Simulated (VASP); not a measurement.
# ZnS (F-43m) in VASP: a series of runs

ZnS is run at these levels: PBE; tasks: single point.

All numbers are computed with VASP 6.6.1; they aren't measurements. Logs are shortened: lines on timing, memory, paths and dates and some standing lists are left out, and cuts for length are marked.

**1. The cell of the first run**

Symmetry: F-43m, No. 216, cubic system. The conventional cell has a = 5.387 Å, b = 5.387 Å, c = 5.387 Å, α = 90.00°, β = 90.00°, γ = 90.00°. Zn (site symmetry -43m) has 4 S at 2.33 Å within 3.1 Å. Within 3.1 Å of S (site symmetry -43m) lie 4 Zn at 2.33 Å.

**2. Single point, PBE**

INCAR reads:

```
SYSTEM = ZnS
ALGO = Normal ; EDIFF = 1E-6
ENCUT = 500 ; GGA = PE
GGA_COMPAT = .FALSE. ; ISIF = 2
ISMEAR = 0 ; LASPH = .TRUE.
LCHARG = .TRUE. ; LELF = .TRUE.
LREAL = .FALSE. ; LVHAR = .TRUE.
LWAVE = .FALSE. ; NBANDS = 16
NELM = 120 ; PREC = Accurate
SIGMA = 0.1
```

KPOINTS reads:

```
k-points
0
G
  2 2 2
  0 0 0
```

POSCAR reads:

```
ZnS
1.0
    0.0000000000      2.6936828773      2.6936828773
    2.6936828773      0.0000000000      2.6936828773
    2.6936828773      2.6936828773      0.0000000000
Zn S
1 1
Direct
    0.0000000000      0.0000000000      0.0000000000
    0.2500000000      0.2500000000      0.2500000000
```

Potentials or basis: VASP PAW PBE potentials, release 64 (Zn, S).

Command:

```sh
$ cat potpaw_PBE.64/Zn/POTCAR potpaw_PBE.64/S/POTCAR > POTCAR
$ mpirun -np 1 vasp_std > vasp.out
```

OUTCAR:

```text
SYSTEM = ZnS
   EDIFF = 1E-6
   ENCUT = 500
   GGA = PE
   ISIF = 2
   ISMEAR = 0
   LASPH = .TRUE.
   LREAL = .FALSE.
   NELM = 120
   PREC = Accurate

 ion  position               nearest neighbor table
   1  0.000  0.000  0.000-   2 2.33   2 2.33   2 2.33   2 2.33
   2  0.250  0.250  0.250-   1 2.33   1 2.33   1 2.33   1 2.33

  LATTYP: Found a face centered cubic cell.
 ALAT       =     5.3873657546

  Lattice vectors:

 A1 = (   0.0000000000,   2.6936828773,   2.6936828773)
 A2 = (   2.6936828773,   0.0000000000,   2.6936828773)
 A3 = (   2.6936828773,   2.6936828773,   0.0000000000)

Analysis of symmetry for initial positions (statically):
=====================================================================
 Subroutine PRICEL returns:
 Original cell was already a primitive cell.

 Routine SETGRP: Setting up the symmetry group for a
 face centered cubic supercell.

 Subroutine GETGRP returns: Found 24 space group operations
 (whereof 24 operations were pure point group operations)
 out of a pool of 48 trial point group operations.

The static configuration has the point symmetry T_d .

Analysis of symmetry for dynamics (positions and initial velocities):
=====================================================================
 Subroutine PRICEL returns:
 Original cell was already a primitive cell.

 Routine SETGRP: Setting up the symmetry group for a
 face centered cubic supercell.

 Subroutine GETGRP returns: Found 24 space group operations
 (whereof 24 operations were pure point group operations)
 out of a pool of 48 trial point group operations.

The dynamic configuration has the point symmetry T_d .

 Subroutine INISYM returns: Found 24 space group operations
 (whereof 24 operations are pure point group operations),
 and found     1 'primitive' translations

----------------------------------------------------------------------------------------

                                     Primitive cell

  volume of cell :      39.0903

  direct lattice vectors                    reciprocal lattice vectors
     0.000000000  2.693682877  2.693682877    -0.185619474  0.185619474  0.185619474
     2.693682877  0.000000000  2.693682877     0.185619474 -0.185619474  0.185619474
     2.693682877  2.693682877  0.000000000     0.185619474  0.185619474 -0.185619474

  length of vectors
     3.809442858  3.809442858  3.809442858     0.321502361  0.321502361  0.321502361

[... 57 lines left out ...]
   NELM   =    120;   NELMIN=  2; NELMDL= -5     # of ELM steps
   EDIFF  = 0.1E-05   stopping-criterion for ELM
   LREAL  =      F    real-space projection
   EDIFFG = 0.1E-04   stopping-criterion for IOM
   NSW    =      0    number of steps for IOM
   IBRION =     -1    ionic relax: 0-MD 1-quasi-New 2-CG
   NFREE  =      0    steps in history (QN), initial steepest desc. (CG)
   ISIF   =      2    stress and relaxation
   ISYM   =      2    0-nonsym 1-usesym 2-fastsym
   POTIM  = 0.5000    time-step for ionic-motion
   TEBEG  =    0.0;   TEEND  =   0.0 temperature during run
   PSTRESS=    0.0 pullay stress
   NELECT =      18.0000    total number of electrons
   NUPDOWN=      -1.0000    fix difference up-down
   EMIN   =  10.00;   EMAX   =-10.00  energy-range for DOS
   EFERMI =   0.00;   METHOD = LEGACY
   ISMEAR =     0;   SIGMA  =   0.10  broadening in eV -4-tet -1-fermi 0-gaus
   EFERMI_NEDOS =   21; number of points for ismear=-14 and -15
   IALGO  =     38    algorithm
   IMIX   =      4    mixing-type and parameters
     AMIX     =   0.40;   BMIX     =  1.00
     AMIX_MAG =   1.60;   BMIX_MAG =  1.00
  volume/ion in A,a.u.               =      19.55       131.90
  Fermi-wavevector in a.u.,A,eV,Ry     =   1.264181  2.388955 21.744194  1.598153
  Thomas-Fermi vector in A             =   2.397499
   LORBIT       =      0    0 simple, 1 ext, 2 COOP (PROOUT), +10 PAW based schemes
   GGA     = PE    functional components
   LHFCALC =     F    Hartree Fock is set to
   AEXX    =    0.0000 exact exchange contribution
   IVDW    =     0    specifies the selected vdW correction
   LEPSILON=     F    determine dielectric tensor
   LRPA    =     F    only Hartree local field effects (RPA)
 non-spin polarized calculation
 Gauss-broadening in eV      SIGMA  =   0.10
  energy-cutoff  :      500.00
  volume of cell :       39.09
 maximum number of plane-waves:       982
 NGX is ok and might be reduce to    28
   NGX = 13   NGY = 13   NGZ = 13

 number of electron      18.0000006 magnetization

 Free energy of the ion-electron system (eV)
  ---------------------------------------------------
  ext. energy  EPLUGINS =         0.00000000
  ---------------------------------------------------
  free energy    TOTEN  =        -5.56769529 eV

  energy without entropy =       -5.56769529  energy(sigma->0) =       -5.56769529

 E-fermi :   2.9851     XC(G=0):  -9.5279

 val. band max:        2.5243863097   @ k =   0.0000   0.0000   0.0000
 cond. band min:       4.5628003717   @ k =   0.0000   0.0000   0.0000
 fundamental gap:      2.0384140620
 Fermi energy:         2.9851169955

 k-point     1 :       0.0000    0.0000    0.0000
  band No.  band energies     occupation
      1     -10.6569      2.00000
      2      -4.2095      2.00000
      3      -4.2095      2.00000
      4      -4.2095      2.00000
      5      -3.7485      2.00000
      6      -3.7485      2.00000
[... 34 lines left out ...]
      3      -3.8788      2.00000
      4      -3.8788      2.00000
      5      -3.6733      2.00000
      6      -3.5029      2.00000
[... 8 lines left out ...]
     15      16.1469      0.00000
     16      17.0204      0.00000

------------------------ aborting loop because EDIFF is reached ----------------------------------------

  FORCE on cell =-STRESS in cart. coord.  units (eV):
  Direction    XX          YY          ZZ          XY          YZ          ZX
  --------------------------------------------------------------------------------------
  -------------------------------------------------------------------------------------
  Total        2.0526497      2.0526497      2.0526497     -0.0000000     -0.0000000     -0.0000000
  in kB       84.1309948     84.1309948     84.1309948     -0.0000000     -0.0000000     -0.0000000
  external PRESSURE =      84.1309948 kB  Pullay stress =       0.0000000 kB

 VOLUME and BASIS-vectors are now :
 -----------------------------------------------------------------------------
  energy-cutoff  :      500.00
  volume of cell :       39.09
      direct lattice vectors                 reciprocal lattice vectors
     0.000000000  2.693682877  2.693682877    -0.185619474  0.185619474  0.185619474
     2.693682877  0.000000000  2.693682877     0.185619474 -0.185619474  0.185619474
     2.693682877  2.693682877  0.000000000     0.185619474  0.185619474 -0.185619474

 POSITION                                       TOTAL-FORCE (eV/Angst)
 -----------------------------------------------------------------------------------
      0.00000      0.00000      0.00000        -0.000000     -0.000000     -0.000000
      1.34684      1.34684      1.34684         0.000000      0.000000      0.000000
 -----------------------------------------------------------------------------------
    total drift:                                0.000001      0.000001      0.000001

  FREE ENERGIE OF THE ION-ELECTRON SYSTEM (eV)
  ---------------------------------------------------
  free  energy   TOTEN  =        -5.5676952917 eV

  energy  without entropy=       -5.5676952917  energy(sigma->0) =       -5.56769529
```

stdout:

```text
POSCAR found type information on POSCAR ZnS
 POSCAR found :  2 types and       2 ions
 scaLAPACK will be used
 LDA part: xc-table for (Slater+PW92), standard interpolation
 POSCAR, INCAR and KPOINTS ok, starting setup
 FFT: planning ... GRIDC
 FFT: planning ... GRID_SOFT
 FFT: planning ... GRID
 WAVECAR not read
 entering main loop
```

It took 9.4 s on 1 thread of Intel Xeon Platinum 8259CL at 2.50GHz (Skylake/Cascade Lake), shared host; peak memory 0.15 GiB.

What came out:

```yaml
Free_energy: -5.5677 eV
Pressure: 8.4 GPa
Band_gap_on_the_k_mesh: 2.04 eV, direct
```

Caveat: the k points lie up to 1.01 Å⁻¹ apart.

**3. Single point, PBE**

INCAR reads:

```
  PREC = Accurate
  ENCUT = 500
  EDIFF = 1E-6
  ISMEAR = 0
  SIGMA = 0.1
  LREAL = F
  LASPH = T
  NELM = 120
  ALGO = Normal
  ISIF = 2
  LWAVE = F
  LCHARG = F
  GGA = PE
  NBANDS = 16
  GGA_COMPAT = F
```

KPOINTS reads:

```
Automatic mesh
0
Gamma
  2 2 2
```

POSCAR is that of step 2.

Potentials or basis: VASP PAW PBE potentials, release 64 (Zn, S).

Command:

```sh
$ cat potpaw_PBE.64/Zn/POTCAR potpaw_PBE.64/S/POTCAR > POTCAR
$ mpirun -np 1 vasp_std > vasp.out
```

Run time: 5.6 s. Hardware: 1 thread of Intel Xeon Platinum 8259CL at 2.50GHz (Skylake/Cascade Lake), shared host; peak memory 0.14 GiB.

The run converged. Its results:

```yaml
Free_energy: -5.5677 eV
Pressure: 8.4 GPa
Band_gap_on_the_k_mesh: 2.04 eV, direct
```

Levels at points of the mesh, in eV from the valence-band top:
| k point | band 6 | band 7 | band 8 | band 9 | band 10 | band 11 | band 12 | band 13 |
| --- | --- | --- | --- | --- | --- | --- | --- | --- |
| (0.00, 0.00, 0.00) | -6.27 | 0.00 | 0.00 | 0.00 | 2.04 | 6.16 | 6.16 | 6.16 |
| (0.50, 0.00, 0.00) | -6.05 | -5.48 | -0.91 | -0.91 | 3.16 | 6.71 | 6.71 | 8.86 |
| (0.50, 0.50, 0.00) | -6.03 | -4.80 | -2.31 | -2.31 | 3.18 | 3.89 | 11.07 | 11.89 |

Caveat: the k points lie up to 1.01 Å⁻¹ apart. As with any semilocal functional, this PBE gap is likely too small.

**4. Single point, PBE**

INCAR reads:

```
PREC = Accurate
ENCUT = 500
EDIFF = 1E-6
ISMEAR = 0
SIGMA = 0.01
LREAL = F
LASPH = T
NELM = 120
ALGO = Normal
ISIF = 2
LWAVE = F
LCHARG = F
GGA = PE
NBANDS = 16
GGA_COMPAT = F
```

KPOINTS reads:

```
regular mesh
0
Gamma
  3 3 3
```

POSCAR is that of step 3.

Command:

```sh
$ cat potpaw_PBE.64/Zn/POTCAR potpaw_PBE.64/S/POTCAR > POTCAR
$ mpirun -np 1 vasp_std > vasp.out
```

Wall time 9.5 s (1 thread of Intel Xeon Platinum 8259CL at 2.50GHz (Skylake/Cascade Lake), shared host); peak memory 0.14 GiB.

Results (log left out):

```yaml
Free_energy: -6.6202 eV
Pressure: 3.8 GPa
Band_gap_on_the_k_mesh: 2.12 eV, direct
```

Levels at points of the mesh, in eV from the valence-band top:
| k point | band 6 | band 7 | band 8 | band 9 | band 10 | band 11 | band 12 | band 13 |
| --- | --- | --- | --- | --- | --- | --- | --- | --- |
| (0.00, 0.00, 0.00) | -5.96 | 0.00 | 0.00 | 0.00 | 2.12 | 6.33 | 6.33 | 6.33 |

Caveat: the k points lie up to 0.67 Å⁻¹ apart. PBE gaps usually lie below the measured ones, often by a third to a half.

**5. Single point, PBE**

INCAR reads:

```
ALGO     = Normal         # electronic algorithm
EDIFF    = 1E-6           # SCF threshold, eV
ENCUT    = 500            # plane-wave cutoff, eV
GGA      = PE             # functional
GGA_COMPAT= False        
ISIF     = 2              # what is computed and relaxed
ISMEAR   = 0              # smearing method
ISYM     = 0            
LASPH    = True           # aspherical terms in the spheres
LCHARG   = True           # write CHGCAR
LELF     = True           # ELF
LREAL    = False          # projectors in reciprocal space
LVHAR    = True         
LWAVE    = False          # write WAVECAR
NBANDS   = 16             # bands
NELM     = 120            # most SCF steps
PREC     = Accurate       # precision mode
SIGMA    = 0.1            # smearing width, eV
```

KPOINTS reads:

```
Automatic mesh
0
Gamma
  2 2 2
  0.5 0.5 0
```

POSCAR is that of step 4.

Potentials or basis: VASP PAW PBE potentials, release 64 (Zn, S).

Command:

```sh
$ cat potpaw_PBE.64/Zn/POTCAR potpaw_PBE.64/S/POTCAR > POTCAR
$ mpirun -np 1 vasp_std > vasp.out
```

OUTCAR:

```text
EDIFF = 1E-6
   ENCUT = 500
   GGA = PE
   ISIF = 2
   ISMEAR = 0
   ISYM = 0
   LASPH = True
   LREAL = False
   NELM = 120
   PREC = Accurate

 ion  position               nearest neighbor table
   1  0.000  0.000  0.000-   2 2.33   2 2.33   2 2.33   2 2.33
   2  0.250  0.250  0.250-   1 2.33   1 2.33   1 2.33   1 2.33

IMPORTANT INFORMATION: All symmetrisations will be switched off!
NOSYMM: (Re-)initialisation of all symmetry stuff for point group C_1.
[... 363 lines left out ...]
     16      17.0830      0.00000

------------------------ aborting loop because EDIFF is reached ----------------------------------------

  FORCE on cell =-STRESS in cart. coord.  units (eV):
  Direction    XX          YY          ZZ          XY          YZ          ZX
  --------------------------------------------------------------------------------------
  -------------------------------------------------------------------------------------
  Total        0.2314568      0.2314301      0.2314549      0.0000257      0.0000296      0.0000266
  in kB        9.4866124      9.4855191      9.4865345      0.0010550      0.0012134      0.0010909
  external PRESSURE =       9.4862220 kB  Pullay stress =       0.0000000 kB

 VOLUME and BASIS-vectors are now :
 -----------------------------------------------------------------------------
  energy-cutoff  :      500.00
  volume of cell :       39.09
      direct lattice vectors                 reciprocal lattice vectors
     0.000000000  2.693682877  2.693682877    -0.185619474  0.185619474  0.185619474
     2.693682877  0.000000000  2.693682877     0.185619474 -0.185619474  0.185619474
     2.693682877  2.693682877  0.000000000     0.185619474  0.185619474 -0.185619474

 POSITION                                       TOTAL-FORCE (eV/Angst)
 -----------------------------------------------------------------------------------
      0.00000      0.00000      0.00000        -0.000000      0.000000     -0.000001
      1.34684      1.34684      1.34684         0.000000     -0.000000      0.000001
 -----------------------------------------------------------------------------------
    total drift:                                0.000002      0.000001      0.000003

  FREE ENERGIE OF THE ION-ELECTRON SYSTEM (eV)
  ---------------------------------------------------
  free  energy   TOTEN  =        -7.1823862547 eV

  energy  without entropy=       -7.1823862547  energy(sigma->0) =       -7.18238625
```

stdout:

```text
POSCAR found type information on POSCAR ZnS
 POSCAR found :  2 types and       2 ions
 scaLAPACK will be used
 LDA part: xc-table for (Slater+PW92), standard interpolation
 POSCAR, INCAR and KPOINTS ok, starting setup
 FFT: planning ... GRIDC
 FFT: planning ... GRID_SOFT
 FFT: planning ... GRID
 WAVECAR not read
 entering main loop
```

It took 12 s on 1 thread of Intel Xeon Platinum 8259CL at 2.50GHz (Skylake/Cascade Lake), shared host; peak memory 0.15 GiB.

Results:

| Property | Result |
| --- | --- |
| Free energy | -7.1824 eV |
| Pressure | 0.9 GPa |
| Band gap on the k mesh | 5.44 eV, indirect (least direct gap 5.77 eV) |

Caveat: the k points lie up to 1.01 Å⁻¹ apart. A k mesh can miss the band edges.

**6. The runs side by side**

| k mesh | smearing | gap on the mesh (eV) | pressure (GPa) |
| --- | --- | --- | --- |
| 2 × 2 × 2 | gaussian 0.1 eV | 2.04 | 8.4 |
| 3 × 3 × 3 | gaussian 0.01 eV | 2.12 | 3.8 |
| 2 × 2 × 2, shifted | gaussian 0.1 eV | 5.44 | 0.9 |

Alike in all rows: task single point; level PBE; potentials or basis VASP PAW PBE potentials, release 64 (Zn, S); no spin polarisation; cell as given; cutoff (eV) 500.

Caveats: all runs use coarse meshes.

Absolute energies hang on the potentials; compare differences alone.
